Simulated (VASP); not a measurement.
**Ir: single point with LDA**

Ir:

```
CELL_PARAMETERS angstrom
3.90418 0.00000 0.00000
-1.95209 3.38112 0.00000
0.00000 0.00000 6.24628
ATOMIC_POSITIONS crystal
Ir 0.33333 0.66667 0.05993
Ir 0.66667 0.33333 0.55993
Ir 0.33333 0.66667 0.44007
Ir 0.66667 0.33333 0.94007
```

This isn't the form of Ir at room conditions, which is fcc.

- Program: VASP 6.6.1
- Task: single point
- Functional: LDA
- Potentials or basis: VASP PAW LDA potentials, release 64 (Ir)
- Cutoff: 520 eV
- k mesh: 12 × 12 × 8
- Occupations: gaussian, width 0.1 eV
- Spin: no spin polarisation

| Property | Result |
| --- | --- |
| Pressure | 0.3 GPa |
| Band gap on the k mesh | zero (bands 18 and 19 overlap by 0.50 eV) |

Levels at points of the mesh, in eV from the Fermi level:
```csv
k point,band 14,band 15,band 16,band 17,band 18,band 19,band 20,band 21,band 22,band 23
"(0.00, 0.00, 0.00)",-2.25,-1.96,-1.38,-1.27,-1.27,0.24,0.24,1.03,1.03,1.97
"(0.50, 0.00, 0.00)",-2.42,-1.87,-1.38,-0.83,-0.18,0.83,0.86,0.97,1.32,2.47
"(0.00, 0.00, 0.50)",-2.56,-1.65,-1.65,-1.65,-1.65,0.65,0.65,0.65,0.65,6.00
"(0.50, 0.00, 0.50)",-2.94,-1.36,-1.36,0.02,0.02,0.33,0.33,0.57,0.57,1.91
```

Wall time 7.2 min on 1 thread of Intel Xeon 8259CL, on a shared host, peak memory 0.28 GiB.

Caveat: spin-orbit coupling is left out, which moves the levels of the heavy elements.
